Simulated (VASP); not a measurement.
**AlNi3: single point with PBEsol**

Crystal: AlNi3.

```
Al Ni
1.0
    -0.20319    2.74450    2.74450
     2.74450   -0.20319    2.74450
     2.74450    2.74450   -0.20319
Al Ni
1 3
Direct
  0.50000 0.50000 0.50000
  0.25000 0.25000 0.25000
  0.00000 0.00000 0.00000
  0.75000 0.75000 0.75000
```

```yaml
Program: VASP 6.6.1
Task: single point
Functional: PBEsol
Potentials_or_basis: VASP PAW PBE potentials, release 64 (Al, Ni)
Cutoff: 520 eV
k_mesh: 14 × 14 × 14
Occupations: gaussian, width 0.15 eV
Spin: no spin polarisation
Dipole_correction: no
Further_INCAR_settings: ALGO = Fast; EDIFF = 1e-06; NBANDS = 24
```

```json
{"Pressure": "-5.5 GPa", "Largest force": "0.142 eV/Å", "Band gap on the k mesh": "zero (an odd number of electrons rules out a gap without spin polarisation)"}
```

Forces on the atoms (eV/Å):
```
Al   0.000  0.000  0.000
Ni   0.082  0.082  0.082
Ni   0.000  0.000  0.000
Ni  -0.082 -0.082 -0.082
```

Stress tensor (GPa, compression positive):
```
-5.46 11.55 11.55
11.55 -5.46 11.55
11.55 11.55 -5.46
```

Levels at points of the mesh, in eV from the Fermi level:
```tsv
k point	band 13	band 14	band 15	band 16	band 17	band 18	band 19	band 20
(0.00, 0.00, 0.00)	-0.56	-0.56	-0.42	-0.42	4.88	4.88	5.32	5.47
(0.50, 0.00, 0.00)	-0.68	-0.56	-0.45	-0.40	-0.14	4.29	4.34	4.71
(0.50, 0.50, 0.00)	-0.72	-0.57	-0.54	-0.45	-0.36	-0.21	-0.05	3.58
(0.50, 0.50, 0.50)	-0.78	-0.78	-0.37	-0.37	-0.13	3.65	3.65	4.11
```

It took 3.3 min on 1 thread of AMD EPYC 9R45 96-Core Processor (Zen 5) (shared host), peak memory 0.35 GiB.

Caveat: the cell stands under tension; the PAW data sets were made with another functional, which shifts forces and pressure a little. Spin polarisation is off, so any magnetic state and its effect on volume and gap are missing.
